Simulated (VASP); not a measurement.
## LiNbO3: single point with r2SCAN

LiNbO3:

```
Li Nb O
1.0
     2.54066    1.46685    4.58902
    -2.54066    1.46685    4.58902
     0.00000   -2.93370    4.58902
Li Nb O
2 2 6
Direct
  0.28272 0.28272 0.28272
  0.78272 0.78272 0.78272
  0.99985 0.99985 0.99985
  0.49985 0.49985 0.49985
  0.10326 0.36829 0.71770
  0.71770 0.10326 0.36829
  0.36829 0.71770 0.10326
  0.21770 0.86829 0.60326
  0.86829 0.60326 0.21770
  0.60326 0.21770 0.86829
```

```
Program                : VASP 6.6.1
Task                   : single point
Functional             : r2SCAN
Potentials or basis    : VASP PAW PBE potentials, release 64 (Li_sv, Nb_sv, O)
Cutoff                 : 830 eV
k mesh                 : 6 × 6 × 6
Occupations            : gaussian, width 0.02 eV
Spin                   : no spin polarisation
Dipole correction      : no
Further INCAR settings : ALGO = Normal; EDIFF = 1e-06; NBANDS = 45
```

```json
{
 "Pressure": "3.7 GPa",
 "Largest force": "0.030 eV/Å",
 "Band gap on the k mesh": "4.06 eV (least direct gap 4.13 eV)"
}
```

Forces on the atoms (eV/Å):
```
Li   0.000  0.000  0.030
Li   0.000  0.000  0.030
Nb   0.000  0.000 -0.028
Nb   0.000  0.000 -0.028
O   -0.003  0.007  0.000
O   -0.004 -0.006  0.000
O    0.007  0.000  0.000
O   -0.007  0.000  0.000
O    0.003  0.007  0.000
O    0.004 -0.006  0.000
```

Levels at points of the mesh, in eV from the valence-band top:
```
           k point  band 32  band 33  band 34  band 35  band 36  band 37
(0.00, 0.00, 0.00)    -0.55    -0.02    -0.02     4.11     4.11     4.55
(0.50, 0.00, 0.00)    -0.28    -0.17    -0.17     4.33     4.33     5.23
(0.50, 0.50, 0.00)    -0.65    -0.44    -0.23     4.19     4.57     5.07
(0.50, 0.50, 0.50)    -0.30    -0.30    -0.30     5.17     5.17     5.36
```

Run time: 17 min on 1 thread of AMD EPYC 9R45 96-Core Processor (Zen 5), with other jobs on the host, peak memory 0.55 GiB.

Caveat: the cell stands under pressure; the PAW data sets were made with another functional, which shifts forces and pressure a little. A k mesh can miss the band edges.
